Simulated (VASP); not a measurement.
# C in VASP: notebook

C is run at these levels: PBE; tasks: relaxation of the atoms, single point.

Everything below comes from runs of VASP 6.6.1. Logs are shortened: lines on timing, memory, paths and dates and some standing lists are left out, and cuts for length are marked.

## 1. The cell of the first run

The cell holds a slab with vacuum, 4 atoms: a = 2.456 Å, b = 2.456 Å, c = 23.524 Å, α = 90.00°, β = 90.00°, γ = 120.00°.

## 2. Relaxation of the atoms, PBE

The input, INCAR:

```
SYSTEM = C
PREC = Accurate
ENCUT = 520
EDIFF = 1E-6
ISMEAR = -1
SIGMA = 0.05
LREAL = .False.
LASPH = .True.
NELM = 60
ALGO = Normal
ISIF = 2
LWAVE = .False.
LCHARG = .False.
GGA = PE
IBRION = 2
NSW = 80
EDIFFG = -0.01
```

The input, KPOINTS:

```
regular mesh
0
Gamma
  12 12 1
  0 0 0
```

The input, POSCAR:

```
C
1.0
    2.4561701622      0.0000000000      0.0000000000
   -1.2280850811      2.1271057565      0.0000000000
    0.0000000000      0.0000000000     23.5238033600
C
4
Direct
    0.3333333300      0.6666666600      0.3188259945
    0.6666666700      0.3333333400      0.3188259945
    0.3333333300      0.6666666600      0.6811740055
    0.6666666700      0.3333333400      0.6811740055
```

Potentials or basis: VASP PAW PBE potentials, release 64 (C).

Launch:

```console
$ cat potpaw_PBE.64/C/POTCAR > POTCAR
$ mpirun -np 1 vasp_std > vasp.out
```

OUTCAR:

```text
SYSTEM = C
   PREC = Accurate
   ENCUT = 520
   EDIFF = 1E-6
   ISMEAR = -1
   LREAL = .False.
   LASPH = .True.
   NELM = 60
   ISIF = 2
   GGA = PE
   IBRION = 2
   NSW = 80
   EDIFFG = -0.01

 ion  position               nearest neighbor table
   1  0.333  0.667  0.319-   2 1.42   2 1.42   2 1.42
   2  0.667  0.333  0.319-   1 1.42   1 1.42   1 1.42
   3  0.333  0.667  0.681-   4 1.42   4 1.42   4 1.42
   4  0.667  0.333  0.681-   3 1.42   3 1.42   3 1.42

  LATTYP: Found a hexagonal cell.
 ALAT       =     2.4561701622
 C/A-ratio  =     9.5774322651

  Lattice vectors:

 A1 = (   2.4561701622,   0.0000000000,   0.0000000000)
 A2 = (  -1.2280850811,   2.1271057565,   0.0000000000)
 A3 = (   0.0000000000,   0.0000000000,  23.5238033600)

Analysis of symmetry for initial positions (statically):
=====================================================================
 Subroutine PRICEL returns:
 Original cell was already a primitive cell.

 Routine SETGRP: Setting up the symmetry group for a
 hexagonal supercell.

 Subroutine GETGRP returns: Found 24 space group operations
 (whereof 24 operations were pure point group operations)
 out of a pool of 24 trial point group operations.

The static configuration has the point symmetry D_6h.

Analysis of symmetry for dynamics (positions and initial velocities):
=====================================================================
 Subroutine PRICEL returns:
 Original cell was already a primitive cell.

 Routine SETGRP: Setting up the symmetry group for a
 hexagonal supercell.

 Subroutine GETGRP returns: Found 24 space group operations
 (whereof 24 operations were pure point group operations)
 out of a pool of 24 trial point group operations.

The dynamic configuration has the point symmetry D_6h.

 Subroutine INISYM returns: Found 24 space group operations
 (whereof 24 operations are pure point group operations),
 and found     1 'primitive' translations

----------------------------------------------------------------------------------------

                                     Primitive cell

  volume of cell :     122.9009

  direct lattice vectors                    reciprocal lattice vectors
     2.456170162  0.000000000  0.000000000     0.407137916  0.235061185  0.000000000
    -1.228085081  2.127105756  0.000000000     0.000000000  0.470122370  0.000000000
     0.000000000  0.000000000 23.523803360     0.000000000  0.000000000  0.042510133

  length of vectors
     2.456170162  2.456170162 23.523803360     0.470122370  0.470122370  0.042510133

  position of ions in fractional coordinates (direct lattice)
     0.333333330  0.666666660  0.318825995
     0.666666670  0.333333340  0.318825995
     0.333333330  0.666666660  0.681174005
     0.666666670  0.333333340  0.681174005

  ion indices of the primitive-cell ions
   primitive index   ion index
                 1           1
                 2           2
                 3           3
                 4           4

----------------------------------------------------------------------------------------

 KPOINTS: regular mesh

Automatic generation of k-mesh.
 Grid dimensions read from file:
 generate k-points for:   12   12    1

 Generating k-lattice:

  Cartesian coordinates                     Fractional coordinates (reciprocal lattice)
     0.033928160  0.019588432  0.000000000     0.083333333 -0.000000000  0.000000000
     0.000000000  0.039176864  0.000000000     0.000000000  0.083333333  0.000000000
     0.000000000  0.000000000  0.042510133     0.000000000  0.000000000  1.000000000

  Length of vectors
     0.039176864  0.039176864  0.042510133

  Shift w.r.t. Gamma in fractional coordinates (k-lattice)
     0.000000000  0.000000000  0.000000000

 Subroutine IBZKPT returns following result:
 ===========================================

 Found     19 irreducible k-points:

 Following reciprocal coordinates:
            Coordinates               Weight
  0.000000  0.000000  0.000000      1.000000
  0.083333  0.000000  0.000000      6.000000
  0.166667 -0.000000  0.000000      6.000000
  0.250000  0.000000  0.000000      6.000000
  0.333333  0.000000  0.000000      6.000000
  0.416667  0.000000  0.000000      6.000000
[... 11 lines left out ...]
  0.333333  0.250000  0.000000     12.000000
  0.333333  0.333333  0.000000      2.000000
   k-points           NKPTS =     19   k-points in BZ     NKDIM =     19   number of bands    NBANDS=     12
   number of dos      NEDOS =    301   number of ions     NIONS =      4
   total plane-waves  NPLWV =  58320
   dimension x,y,z NGX =    18 NGY =   18 NGZ =  180
   dimension x,y,z NGXF=    36 NGYF=   36 NGZF=  360
   ions per type =               4
   NGX,Y,Z   is equivalent  to a cutoff of  12.18, 12.18, 12.72 a.u.
   NGXF,Y,Z  is equivalent  to a cutoff of  24.37, 24.37, 25.44 a.u.
 SYSTEM =  C
   PREC   = accura    normal or accurate (medium, high low for compatibility)
   ISTART =      0    job   : 0-new  1-cont  2-samecut
   ICHARG =      2    charge: 1-file 2-atom 10-const
   ISPIN  =      1    spin polarized calculation?
   LNONCOLLINEAR =      F non collinear calculations
   LSORBIT =      F    spin-orbit coupling
   LASPH  =      T    aspherical Exc in radial PAW
   ENCUT  =  520.0 eV  38.22 Ry    6.18 a.u.   4.57  4.57 43.74*2*pi/ulx,y,z
   NELM   =     60;   NELMIN=  2; NELMDL= -5     # of ELM steps
   EDIFF  = 0.1E-05   stopping-criterion for ELM
   LREAL  =      F    real-space projection
   EDIFFG = -.1E-01   stopping-criterion for IOM
   NSW    =     80    number of steps for IOM
   IBRION =      2    ionic relax: 0-MD 1-quasi-New 2-CG
   NFREE  =      1    steps in history (QN), initial steepest desc. (CG)
   ISIF   =      2    stress and relaxation
   ISYM   =      2    0-nonsym 1-usesym 2-fastsym
   POTIM  = 0.5000    time-step for ionic-motion
   TEBEG  =    0.0;   TEEND  =   0.0 temperature during run
   PSTRESS=    0.0 pullay stress
   NELECT =      16.0000    total number of electrons
   NUPDOWN=      -1.0000    fix difference up-down
   EMIN   =  10.00;   EMAX   =-10.00  energy-range for DOS
   EFERMI =   0.00;   METHOD = LEGACY
   ISMEAR =    -1;   SIGMA  =   0.05  broadening in eV -4-tet -1-fermi 0-gaus
   EFERMI_NEDOS =   21; number of points for ismear=-14 and -15
   IALGO  =     38    algorithm
   IMIX   =      4    mixing-type and parameters
     AMIX     =   0.40;   BMIX     =  1.00
     AMIX_MAG =   1.60;   BMIX_MAG =  1.00
  volume/ion in A,a.u.               =      30.73       207.34
  Fermi-wavevector in a.u.,A,eV,Ry     =   0.829717  1.567937  9.366655  0.688430
  Thomas-Fermi vector in A             =   1.942311
   LORBIT       =      0    0 simple, 1 ext, 2 COOP (PROOUT), +10 PAW based schemes
   GGA     = PE    functional components
   LHFCALC =     F    Hartree Fock is set to
   AEXX    =    0.0000 exact exchange contribution
   IVDW    =     0    specifies the selected vdW correction
   LEPSILON=     F    determine dielectric tensor
   LRPA    =     F    only Hartree local field effects (RPA)
 conjugate gradient relaxation of ions
 non-spin polarized calculation
  energy-cutoff  :      520.00
  volume of cell :      122.90
 maximum number of plane-waves:      3354
   NGX =  9   NGY =  9   NGZ = 87

 number of electron      15.9999995 magnetization

 Free energy of the ion-electron system (eV)
  ---------------------------------------------------
  ext. energy  EPLUGINS =         0.00000000
  ---------------------------------------------------
  free energy    TOTEN  =       -36.88598327 eV

  energy without entropy =      -36.88213245  energy(sigma->0) =      -36.88405786

 E-fermi :  -1.6457     XC(G=0):  -3.6518

 val. band max:       -1.6457093131   @ k =   0.3333   0.3333   0.0000
 cond. band min:      -1.6456642238   @ k =   0.3333   0.3333   0.0000
 fundamental gap:      0.0000450893
 Fermi energy:        -1.6456867684

 k-point     1 :       0.0000    0.0000    0.0000
  band No.  band energies     occupation
      1     -21.2646      2.00000
      2     -21.2646      2.00000
      3      -9.3440      2.00000
      4      -9.3438      2.00000
      5      -4.6870      2.00000
      6      -4.6870      2.00000
      7      -4.6870      2.00000
      8      -4.6870      2.00000
      9       1.4112      0.00000
     10       1.7381      0.00000
     11       2.2052      0.00000
     12       3.2232      0.00000

 k-point     2 :       0.0833    0.0000    0.0000
  band No.  band energies     occupation
      1     -21.0994      2.00000
      2     -21.0994      2.00000
      3      -9.1463      2.00000
      4      -9.1461      2.00000
      5      -5.3410      2.00000
      6      -5.3410      2.00000
      7      -5.0297      2.00000
      8      -5.0297      2.00000
      9       1.6362      0.00000
     10       1.9617      0.00000
     11       2.4326      0.00000
     12       3.4506      0.00000

 k-point     3 :       0.1667   -0.0000    0.0000
  band No.  band energies     occupation
      1     -20.6055      2.00000
      2     -20.6055      2.00000
      3      -8.5584      2.00000
      4      -8.5582      2.00000
      5      -6.9879      2.00000
      6      -6.9879      2.00000
      7      -5.8312      2.00000
      8      -5.8312      2.00000
      9       2.3113      0.00000
     10       2.6325      0.00000
     11       3.1138      0.00000
     12       4.1323      0.00000
[... 211 lines left out ...]
 k-point    18 :       0.3333    0.2500    0.0000
  band No.  band energies     occupation
      1     -15.5121      2.00000
      2     -15.5121      2.00000
      3     -13.6440      2.00000
      4     -13.6440      2.00000
      5     -11.3769      2.00000
      6     -11.3769      2.00000
      7      -3.0144      2.00000
      8      -3.0144      2.00000
      9      -0.3368      0.00000
     10      -0.3367      0.00000
     11       9.2020      0.00000
     12       9.2809      0.00000

 k-point    19 :       0.3333    0.3333    0.0000
  band No.  band energies     occupation
      1     -14.2816      2.00000
      2     -14.2816      2.00000
      3     -14.2816      2.00000
      4     -14.2816      2.00000
      5     -12.2931      2.00000
      6     -12.2931      2.00000
      7      -1.6457      1.00023
      8      -1.6457      1.00023
      9      -1.6457      0.99977
     10      -1.6457      0.99977
     11       8.9727      0.00000
     12       8.9898      0.00000

------------------------ aborting loop because EDIFF is reached ----------------------------------------

  FORCE on cell =-STRESS in cart. coord.  units (eV):
  Direction    XX          YY          ZZ          XY          YZ          ZX
  --------------------------------------------------------------------------------------
  -------------------------------------------------------------------------------------
  Total        1.3266542      1.3266542     -0.0202551      0.0000000      0.0000000      0.0000000
  in kB       17.2947090     17.2947090     -0.2640528      0.0000000      0.0000000      0.0000000
  external PRESSURE =      11.4417884 kB  Pullay stress =       0.0000000 kB

 VOLUME and BASIS-vectors are now :
 -----------------------------------------------------------------------------
  energy-cutoff  :      520.00
  volume of cell :      122.90
      direct lattice vectors                 reciprocal lattice vectors
     2.456170162  0.000000000  0.000000000     0.407137916  0.235061185  0.000000000
    -1.228085081  2.127105756  0.000000000     0.000000000  0.470122370  0.000000000
     0.000000000  0.000000000 23.523803360     0.000000000  0.000000000  0.042510133

 POSITION                                       TOTAL-FORCE (eV/Angst)
 -----------------------------------------------------------------------------------
      0.00000      1.41807      7.50000         0.000000     -0.000000     -0.000056
      1.22809      0.70904      7.50000        -0.000000     -0.000000     -0.000056
      0.00000      1.41807     16.02380        -0.000000      0.000000      0.000056
      1.22809      0.70904     16.02380         0.000000     -0.000000      0.000056
 -----------------------------------------------------------------------------------
    total drift:                               -0.000000      0.000000      0.000000

  FREE ENERGIE OF THE ION-ELECTRON SYSTEM (eV)
  ---------------------------------------------------
  free  energy   TOTEN  =       -36.8859832717 eV

  energy  without entropy=      -36.8821324541  energy(sigma->0) =      -36.88405786

 reached required accuracy - stopping structural energy minimisation
```

It took 24 s on 1 thread of Intel Xeon Platinum 8488C (Sapphire Rapids), shared host; peak memory 0.22 GiB.

What came out:

```yaml
Free_energy: -36.8860 eV
Band_gap_on_the_k_mesh: zero (filled and empty bands touch)
```

Final structure:
```
C
1.0
     2.45617    0.00000    0.00000
    -1.22809    2.12711    0.00000
     0.00000    0.00000   23.52380
C
4
Direct
  0.33333 0.66667 0.31883
  0.66667 0.33333 0.31883
  0.33333 0.66667 0.68117
  0.66667 0.33333 0.68117
```

Caveat: the relaxation stopped at its first step, so nothing moved.

## 3. Single point, PBE

The input, INCAR:

```
PREC = Accurate
ENCUT = 520
EDIFF = 1E-6
ISMEAR = -1
SIGMA = 0.05
LREAL = F
LASPH = T
NELM = 80
ALGO = Normal
ISIF = 2
LWAVE = F
LCHARG = F
GGA = PE
NBANDS = 16
```

The input, KPOINTS:

```
Automatic mesh
0
Gamma
  12 12 1
```

POSCAR is that of step 2.

Potentials or basis: VASP PAW PBE potentials, release 64 (C).

Launch:

```console
$ cat potpaw_PBE.64/C/POTCAR > POTCAR
$ mpirun -np 1 vasp_std > vasp.out
```

Run time: 26 s. Hardware: 1 thread of Intel Xeon 6975P-C (Granite Rapids), shared host; peak memory 0.22 GiB.

The run converged. Its results:

| Item | Value |
| --- | --- |
| Free energy | -36.8860 eV |
| Band gap on the k mesh | zero (filled and empty bands touch) |

Levels at points of the mesh, in eV from the Fermi level:
| k point | band 4 | band 5 | band 6 | band 7 | band 8 | band 9 | band 10 | band 11 | band 12 | band 13 |
| --- | --- | --- | --- | --- | --- | --- | --- | --- | --- | --- |
| (0.00, 0.00, 0.00) | -7.70 | -3.04 | -3.04 | -3.04 | -3.04 | 3.06 | 3.38 | 3.85 | 4.64 | 4.87 |
| (0.50, 0.00, 0.00) | -13.32 | -6.46 | -6.46 | -2.38 | -2.38 | 1.68 | 1.68 | 7.48 | 7.48 | 11.01 |
